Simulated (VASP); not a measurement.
# TePb16O15 (a cell with a defect) in VASP: electric field gradients with PBE

Aim: the electric field gradients of TePb16O15 (a cell with a defect) with PBE.

Program: VASP 6.6.1. These are calculated values, not measurements. Logs are shortened: lines on timing, memory, paths and dates and some standing lists are left out, and cuts for length are marked.

### Step 1. The cell of the first run

The cell holds a defect, 32 atoms: a = 9.352 Å, b = 9.352 Å, c = 9.352 Å, α = 101.88°, β = 108.10°, γ = 118.91°.

### Step 2. Electric field gradients, PBE

Contents of INCAR:

```
SYSTEM = TePb16O15
ALGO = Normal
EDIFF = 1E-8
ENCUT = 520
GGA = PE
ISIF = 2
ISMEAR = -1
LASPH = .True.
LCHARG = .False.
LEFG = .True.
LREAL = Auto
LUSENCCL = .False.
LWAVE = .False.
NBANDS = 182
NELM = 100
PREC = Accurate
SIGMA = 0.01
```

Contents of KPOINTS:

```
k-points
0
Gamma
  3 3 3
  0 0 0
```

Contents of POSCAR:

```
TePb16O15
1.0
   -5.8931000000      5.4904000000      4.7528000000
    5.8931000000     -5.4904000000      4.7528000000
    5.8931000000      5.4904000000     -4.7528000000
Pb Te O
16 1 15
Direct
    0.6192000000      0.2398500000      0.6090500000
    0.1192000000      0.7398500000      0.6090500000
    0.1192000000      0.2398500000      0.1090500000
    0.6192000000      0.7398500000      0.1090500000
    0.3808000000      0.7601500000      0.3909500000
    0.8808000000      0.2601500000      0.3909500000
    0.8808000000      0.7601500000      0.8909500000
    0.3808000000      0.2601500000      0.8909500000
    0.6308000000      0.4898500000      0.3706500000
    0.1308000000      0.9898500000      0.3706500000
    0.1308000000      0.4898500000      0.8706500000
    0.6308000000      0.9898500000      0.8706500000
    0.3692000000      0.5101500000      0.6293500000
    0.8692000000      0.0101500000      0.6293500000
    0.8692000000      0.5101500000      0.1293500000
    0.3692000000      0.0101500000      0.1293500000
    0.1708500000      0.5576500000      0.4785000000
    0.6708500000      0.0576500000      0.4785000000
    0.6708500000      0.5576500000      0.9785000000
    0.1708500000      0.0576500000      0.9785000000
    0.8291500000      0.4423500000      0.5215000000
    0.3291500000      0.9423500000      0.5215000000
    0.3291500000      0.4423500000      0.0215000000
    0.8291500000      0.9423500000      0.0215000000
    0.5791500000      0.8076500000      0.6368000000
    0.0791500000      0.3076500000      0.6368000000
    0.0791500000      0.8076500000      0.1368000000
    0.5791500000      0.3076500000      0.1368000000
    0.4208500000      0.1923500000      0.3632000000
    0.9208500000      0.6923500000      0.3632000000
    0.9208500000      0.1923500000      0.8632000000
    0.4208500000      0.6923500000      0.8632000000
```

Potentials or basis: VASP PAW PBE potentials, release 64 (Pb_d, Te, O).

Run with:

```sh
> cat potpaw_PBE.64/Pb_d/POTCAR potpaw_PBE.64/Te/POTCAR potpaw_PBE.64/O/POTCAR > POTCAR
> mpirun -np 1 vasp_std > vasp.out
```

OUTCAR:

```text
SYSTEM = TePb16O15
   EDIFF = 1E-8
   ENCUT = 520
   GGA = PE
   ISIF = 2
   ISMEAR = -1
   LASPH = .True.
   LREAL = Auto
   NELM = 100
   PREC = Accurate

 ion  position               nearest neighbor table
   1  0.619  0.240  0.609-  18 2.22  29 2.25  22 2.48  21 2.48  10 3.54   9 3.54   5 3.60   6 3.60
                            12 3.73  11 3.73  14 3.86  16 3.86   8 3.98   7 3.98
   2  0.119  0.740  0.609-  17 2.22  30 2.25  22 2.48  21 2.48   9 3.54  10 3.54   6 3.60   5 3.60
                            11 3.73  12 3.73  13 3.86  15 3.86   7 3.98   8 3.98
   3  0.119  0.240  0.109-  20 2.22  31 2.25  24 2.48  23 2.48  12 3.54  11 3.54   7 3.60   8 3.60
                            10 3.73   9 3.73  17 3.79  16 3.86  14 3.86   6 3.98   5 3.98
   4  0.619  0.740  0.109-  19 2.22  32 2.25  24 2.48  23 2.48  11 3.54  12 3.54   8 3.60   7 3.60
                             9 3.73  10 3.73  15 3.86  13 3.86   5 3.98   6 3.98
   5  0.381  0.760  0.391-  22 2.22  25 2.25  17 2.48  18 2.48  14 3.54  13 3.54   1 3.60   2 3.60
                            16 3.73  15 3.73  10 3.86  12 3.86   4 3.98   3 3.98
   6  0.881  0.260  0.391-  21 2.22  26 2.25  17 2.48  18 2.48  13 3.54  14 3.54   2 3.60   1 3.60
                            15 3.73  16 3.73   9 3.86  11 3.86   3 3.98   4 3.98
   7  0.881  0.760  0.891-  24 2.22  27 2.25  19 2.48  20 2.48  16 3.54  15 3.54   3 3.60   4 3.60
                            14 3.73  13 3.73  12 3.86  10 3.86   2 3.98   1 3.98
   8  0.381  0.260  0.891-  23 2.22  28 2.25  19 2.48  20 2.48  15 3.54  16 3.54   4 3.60   3 3.60
                            13 3.73  14 3.73  11 3.86   9 3.86   1 3.98   2 3.98
   9  0.631  0.490  0.371-  28 2.22  21 2.25  29 2.48  30 2.48   2 3.54   1 3.54  15 3.60  16 3.60
                             4 3.73   3 3.73   6 3.86   8 3.86  13 3.98  14 3.98
  10  0.131  0.990  0.371-  27 2.22  22 2.25  29 2.48  30 2.48   1 3.54   2 3.54  15 3.60  16 3.60
                             3 3.73   4 3.73   5 3.86   7 3.86  14 3.98  13 3.98
  11  0.131  0.490  0.871-  26 2.22  23 2.25  31 2.48  32 2.48   4 3.54   3 3.54  13 3.60  14 3.60
                             2 3.73   1 3.73   8 3.86   6 3.86  15 3.98  16 3.98
  12  0.631  0.990  0.871-  25 2.22  24 2.25  31 2.48  32 2.48   3 3.54   4 3.54  13 3.60  14 3.60
                             1 3.73   2 3.73   7 3.86   5 3.86  16 3.98  15 3.98
  13  0.369  0.510  0.629-  32 2.22  17 2.25  26 2.48  25 2.48   6 3.54   5 3.54  11 3.60  12 3.60
                             8 3.73   7 3.73   2 3.86   4 3.86   9 3.98  10 3.98
  14  0.869  0.010  0.629-  31 2.22  18 2.25  26 2.48  25 2.48   5 3.54   6 3.54  11 3.60  12 3.60
                             7 3.73   8 3.73   1 3.86   3 3.86  10 3.98   9 3.98
  15  0.869  0.510  0.129-  30 2.22  19 2.25  28 2.48  27 2.48  17 3.36   8 3.54   7 3.54  10 3.60
                             9 3.60   6 3.73   5 3.73   4 3.86   2 3.86  11 3.98  12 3.98
  16  0.369  0.010  0.129-  29 2.22  20 2.25  28 2.48  27 2.48   7 3.54   8 3.54   9 3.60  10 3.60
                             5 3.73   6 3.73   3 3.86   1 3.86  12 3.98  11 3.98
  17  0.171  0.558  0.478-   2 2.22  13 2.25   6 2.48   5 2.48  15 3.36   3 3.79
  18  0.671  0.058  0.478-   1 2.22  14 2.25   6 2.48   5 2.48
  19  0.671  0.558  0.978-   4 2.22  15 2.25   8 2.48   7 2.48
  20  0.171  0.058  0.978-   3 2.22  16 2.25   8 2.48   7 2.48
  21  0.829  0.442  0.522-   6 2.22   9 2.25   1 2.48   2 2.48
  22  0.329  0.942  0.522-   5 2.22  10 2.25   1 2.48   2 2.48
  23  0.329  0.442  0.022-   8 2.22  11 2.25   3 2.48   4 2.48
  24  0.829  0.942  0.022-   7 2.22  12 2.25   3 2.48   4 2.48
  25  0.579  0.808  0.637-  12 2.22   5 2.25  13 2.48  14 2.48
  26  0.079  0.308  0.637-  11 2.22   6 2.25  13 2.48  14 2.48
  27  0.079  0.808  0.137-  10 2.22   7 2.25  15 2.48  16 2.48
  28  0.579  0.308  0.137-   9 2.22   8 2.25  15 2.48  16 2.48
  29  0.421  0.192  0.363-  16 2.22   1 2.25  10 2.48   9 2.48
  30  0.921  0.692  0.363-  15 2.22   2 2.25  10 2.48   9 2.48
  31  0.921  0.192  0.863-  14 2.22   3 2.25  12 2.48  11 2.48
  32  0.421  0.692  0.863-  13 2.22   4 2.25  12 2.48  11 2.48

  LATTYP: Found a body centered orthorhombic cell.
 ALAT       =     9.5056000000
 B/A-ratio  =     1.1551927285
 C/A-ratio  =     1.2399217303

  Lattice vectors:

 A1 = (  -5.8931000000,   5.4904000000,  -4.7528000000)
 A2 = (  -5.8931000000,  -5.4904000000,   4.7528000000)
 A3 = (   5.8931000000,   5.4904000000,   4.7528000000)

Analysis of symmetry for initial positions (statically):
=====================================================================
 Subroutine PRICEL returns:
 Original cell was already a primitive cell.

 Routine SETGRP: Setting up the symmetry group for a
 body centered orthorhombic supercell.

 Subroutine GETGRP returns: Found  2 space group operations
 (whereof  1 operations were pure point group operations)
 out of a pool of  8 trial point group operations.

The static configuration has the point symmetry C_1 .
 The point group associated with its full space group is C_1h.

Analysis of symmetry for dynamics (positions and initial velocities):
[... 182 lines left out ...]
   GGA     = PE    functional components
   LHFCALC =     F    Hartree Fock is set to
   AEXX    =    0.0000 exact exchange contribution
   IVDW    =     0    specifies the selected vdW correction
   LEPSILON=     F    determine dielectric tensor
   LRPA    =     F    only Hartree local field effects (RPA)
 non-spin polarized calculation
  energy-cutoff  :      520.00
  volume of cell :      615.12
 maximum number of plane-waves:     16593
 NGX is ok and might be reduce to    70
   NGX = 35   NGY = 35   NGZ = 35

 number of electron     320.0000006 magnetization

 Free energy of the ion-electron system (eV)
  ---------------------------------------------------
  ext. energy  EPLUGINS =         0.00000000
  ---------------------------------------------------
  free energy    TOTEN  =      -155.56816694 eV

  energy without entropy =     -155.56816694  energy(sigma->0) =     -155.56816694

 E-fermi :   5.9010     XC(G=0): -10.1838

 val. band max:        5.6393083610   @ k =  -0.3333  -0.3333   0.3333
 cond. band min:       7.3239565702   @ k =  -0.3333  -0.3333   0.3333
 fundamental gap:      1.6846482092
 Fermi energy:         5.9010197908

 k-point     1 :       0.0000    0.0000    0.0000
  band No.  band energies     occupation
      1     -12.5252      2.00000
      2     -12.4756      2.00000
      3     -12.3876      2.00000
      4     -12.3207      2.00000
      5     -12.2973      2.00000
      6     -12.2939      2.00000
[... 1739 lines left out ...]
    171       9.3683      0.00000
    172       9.6467      0.00000
 [bands above 172 left out]

------------------------ aborting loop because EDIFF is reached ----------------------------------------

  FORCE on cell =-STRESS in cart. coord.  units (eV):
  Direction    XX          YY          ZZ          XY          YZ          ZX
  --------------------------------------------------------------------------------------
  -------------------------------------------------------------------------------------
  Total       56.9694988     55.6772782     50.5015238    -12.9206512      0.0000000      0.0000000
  in kB      148.3869315    145.0211190    131.5399698    -33.6540748      0.0000000      0.0000000
  external PRESSURE =     141.6493401 kB  Pullay stress =       0.0000000 kB

 VOLUME and BASIS-vectors are now :
 -----------------------------------------------------------------------------
  energy-cutoff  :      520.00
  volume of cell :      615.12
      direct lattice vectors                 reciprocal lattice vectors
    -5.893100000  5.490400000  4.752800000     0.000000000  0.091068046  0.105201145
     5.893100000 -5.490400000  4.752800000     0.084844988  0.000000000  0.105201145
     5.893100000  5.490400000 -4.752800000     0.084844988  0.091068046  0.000000000

 POSITION                                       TOTAL-FORCE (eV/Angst)
 -----------------------------------------------------------------------------------
      1.35365      5.42671      1.18820         0.445734      0.255429     -0.000000
      7.24675     -0.06369      1.18820        14.739738     -3.434672     -0.000000
      1.35365     -0.06369      1.18820         0.118166      0.135710     -0.000000
      1.35365     -0.06369      5.94100         0.533874      0.314303     -0.000000
      4.53945      0.06369      3.56460        -2.403133     -1.639851      6.512944
     -1.35365      5.55409      3.56460        -2.403133     -1.639851     -6.512944
[... 24 lines left out ...]
      0.79380      8.73907      1.18820         0.287610     -0.098513     -0.000000
      6.68690      3.24867      1.18820         0.381571     -0.114589     -0.000000
 -----------------------------------------------------------------------------------
    total drift:                                0.001442     -0.002105      0.000001

  FREE ENERGIE OF THE ION-ELECTRON SYSTEM (eV)
  ---------------------------------------------------
  free  energy   TOTEN  =      -155.5681669407 eV

  energy  without entropy=     -155.5681669407  energy(sigma->0) =     -155.56816694

 Electric field gradients (V/A^2)
---------------------------------------------------------------------
 ion       V_xx      V_yy      V_zz      V_xy      V_xz      V_yz
---------------------------------------------------------------------
   1    -281.627    14.223   267.404  -163.806    -0.001    -0.001
   2   -1101.108   369.433   731.675   171.647    -0.001    -0.000
   3    -319.711    39.502   280.209  -172.253    -0.001    -0.001
   4    -276.386    14.782   261.604  -172.439    -0.001    -0.001
   5    -108.011   278.616  -170.605  -224.010   214.356   134.657
   6    -108.011   278.616  -170.605  -224.010  -214.358  -134.658
[... 24 lines left out ...]
  31       8.335     2.998   -11.334    28.455    -0.003    -0.003
  32      17.274    -5.435   -11.839    31.587    -0.003    -0.003
---------------------------------------------------------------------

 Electric field gradients after diagonalization (V/A^2)
 (convention: |V_zz| > |V_xx| > |V_yy|)
----------------------------------------------------------------------
 ion       V_xx      V_yy      V_zz     asymmetry (V_yy - V_xx)/ V_zz
----------------------------------------------------------------------
   1     267.404    87.011  -354.415       0.509
   2     731.675   389.202 -1120.878       0.306
   3     280.209   108.752  -388.961       0.441
   4     261.604    94.874  -356.479       0.468
   5     383.650    59.315  -442.965       0.732
   6     383.650    59.317  -442.967       0.732
[... 24 lines left out ...]
  31     -22.913   -11.334    34.247       0.338
  32     -27.646   -11.839    39.485       0.400
----------------------------------------------------------------------

           NMR quadrupolar parameters

 Cq : quadrupolar parameter    Cq=e*Q*V_zz/h
 eta: asymmetry parameters     (V_yy - V_xx)/ V_zz
 Q  : nuclear electric quadrupole moment in mb (millibarn)
----------------------------------------------------------------------
 ion       Cq(MHz)       eta       Q (mb)
----------------------------------------------------------------------
   1      -0.857       0.509       1.000
   2      -2.710       0.306       1.000
   3      -0.941       0.441       1.000
   4      -0.862       0.468       1.000
   5      -1.071       0.732       1.000
   6      -1.071       0.732       1.000
[... 24 lines left out ...]
  31       0.083       0.338       1.000
  32       0.095       0.400       1.000
----------------------------------------------------------------------
```

Run time: 6.2 min. Hardware: 1 × NVIDIA H100 80GB with 1 thread of AMD EPYC 7R13 (Zen 3), shared host; peak memory 2 GiB.

Results:

* Free energy: -155.5682 eV
* Pressure: 14.2 GPa
* Largest force: 15.135 eV/Å
* Band gap on the k mesh: 1.68 eV
* Largest electric field gradient by atom: Pb -354.4, -1120.9, -389.0, -356.5, -443.0, -362.7, -369.0, -359.7, -1027.2, -356.8, -362.3, -368.9 (each value once); Te +31.5; O +33.4, +36.8, +35.9, +34.7, +34.8, +33.7, +32.6, +39.2, +34.2, +39.5 (each value once) V/Å²

Forces on the atoms (eV/Å):
```
Pb   0.446  0.255  0.000
Pb  14.740 -3.435  0.000
Pb   0.118  0.136  0.000
Pb   0.534  0.314  0.000
Pb  -2.403 -1.640  6.513
Pb  -2.403 -1.640 -6.513
Pb  -0.570 -0.303 -0.022
Pb  -0.570 -0.303  0.022
Pb   0.511 -0.274 -0.074
Pb   0.511 -0.274  0.074
Pb   0.627 -0.076 -0.110
Pb   0.627 -0.076  0.110
Pb  -4.136 13.290  0.000
Pb  -0.529  0.179  0.000
Pb  -0.602 -0.489  0.000
Pb  -0.568  0.280  0.000
Te  -7.805 -6.578  0.000
O    0.126  0.004  0.000
O   -0.211  0.080  0.000
O    0.043 -0.193  0.000
O    0.395  0.052 -0.165
O    0.395  0.052  0.165
O    0.240  0.081 -0.080
O    0.240  0.081  0.080
O   -0.270  0.335  0.201
O   -0.270  0.335 -0.201
O   -0.157  0.257 -0.089
O   -0.157  0.257  0.089
O    0.173 -0.176  0.000
O    0.256 -0.320  0.000
O    0.288 -0.099  0.000
O    0.382 -0.115  0.000
```

Levels at points of the mesh, in eV from the valence-band top:
```tsv
k point	band 156	band 157	band 158	band 159	band 160	band 161	band 162	band 163	band 164	band 165
(0.00, 0.00, 0.00)	-0.74	-0.60	-0.39	-0.32	-0.11	2.43	2.45	2.53	2.80	2.84
```

Electric field gradients, principal values (V/Å²):
| atom | least | middle | greatest (by size) |
| --- | --- | --- | --- |
| 1 Pb | 87.011 | 267.404 | -354.415 |
| 2 Pb | 389.202 | 731.675 | -1120.878 |
| 3 Pb | 108.752 | 280.209 | -388.961 |
| 4 Pb | 94.874 | 261.604 | -356.479 |
| 5 Pb | 59.315 | 383.650 | -442.965 |
| 6 Pb | 59.317 | 383.650 | -442.967 |
| 7 Pb | 100.591 | 262.099 | -362.691 |
| 8 Pb | 100.591 | 262.099 | -362.691 |
| 9 Pb | 102.843 | 266.147 | -368.990 |
| 10 Pb | 102.843 | 266.147 | -368.990 |
| 11 Pb | 96.021 | 263.684 | -359.705 |
| 12 Pb | 96.021 | 263.684 | -359.705 |
| 13 Pb | 285.911 | 741.327 | -1027.237 |
| 14 Pb | 95.898 | 260.900 | -356.799 |
| 15 Pb | 70.200 | 292.058 | -362.259 |
| 16 Pb | 101.488 | 267.401 | -368.889 |
| 17 Te | -10.050 | -21.450 | 31.500 |
| 18 O | -6.088 | -27.282 | 33.370 |
| 19 O | -14.639 | -22.182 | 36.820 |
| 20 O | -14.757 | -21.154 | 35.911 |
| 21 O | -15.298 | -19.435 | 34.733 |
| 22 O | -15.301 | -19.433 | 34.733 |
| 23 O | -12.519 | -22.260 | 34.779 |
| 24 O | -12.520 | -22.258 | 34.779 |
| 25 O | -11.888 | -24.950 | 36.838 |
| 26 O | -11.888 | -24.950 | 36.838 |
| 27 O | -12.262 | -21.428 | 33.690 |
| 28 O | -12.262 | -21.427 | 33.690 |
| 29 O | -10.732 | -21.859 | 32.590 |
| 30 O | -12.897 | -26.262 | 39.159 |
| 31 O | -11.334 | -22.913 | 34.247 |
| 32 O | -11.839 | -27.646 | 39.485 |

Caveat: without QUAD_EFG the Cq values of the log hold for a quadrupole moment of 1 mb, not for the nuclei; spin-orbit coupling is left out, which moves the levels of the heavy elements.
